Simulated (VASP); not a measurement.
Input of a VASP 6.6.1 run:

The input POSCAR:

```
Zr
1.0
    3.2448588144      0.0000000029      0.0000000000
   -1.6224294097      2.8101301635      0.0000000000
    0.0000000000      0.0000000000      5.1551387558
Zr
2
Direct
    0.3333333333      0.6666666667      0.2500000000
    0.6666666667      0.3333333333      0.7500000000
```

File INCAR.step1:

```
SYSTEM = Zr
ALGO = Normal
EDIFF = 1E-4
ENCUT = 520
GGA = PE
ISMEAR = 0
LASPH = .TRUE.
LCHARG = .FALSE.
LREAL = .FALSE.
LWAVE = .TRUE.
NBANDS = 19
NELM = 60
PREC = Accurate
SIGMA = 0.1
```

INCAR.step2

```
SYSTEM = Zr
ALGO = Normal
EDIFF = 1E-7
ENCUT = 520
ISIF = 2
ISMEAR = 0
ISTART = 1
LASPH = .TRUE.
LCHARG = .FALSE.
LMIXTAU = .TRUE.
LREAL = .FALSE.
LWAVE = .FALSE.
METAGGA = R2SCAN
NBANDS = 19
NELM = 60
PREC = Accurate
SIGMA = 0.1
```

File KPOINTS:

```
k-points
0
G
  12 12 8
  0 0 0
```

Potentials or basis: VASP PAW PBE potentials, release 64 (Zr_sv).

Launch:

```sh
$ cat potpaw_PBE.64/Zr_sv/POTCAR > POTCAR
$ cp INCAR.step1 INCAR
$ mpirun -np 1 vasp_std > vasp.out
$ cp INCAR.step2 INCAR
$ mpirun -np 1 vasp_std > vasp.out
```

Q: Estimate the band gap on the k mesh.

A: Zero (bands 12 and 13 overlap by 1.18 eV).

Q: What does it give for the pressure?

A: 0.0 GPa.

Caveat: the PAW data sets were made with another functional, which shifts forces and pressure a little.
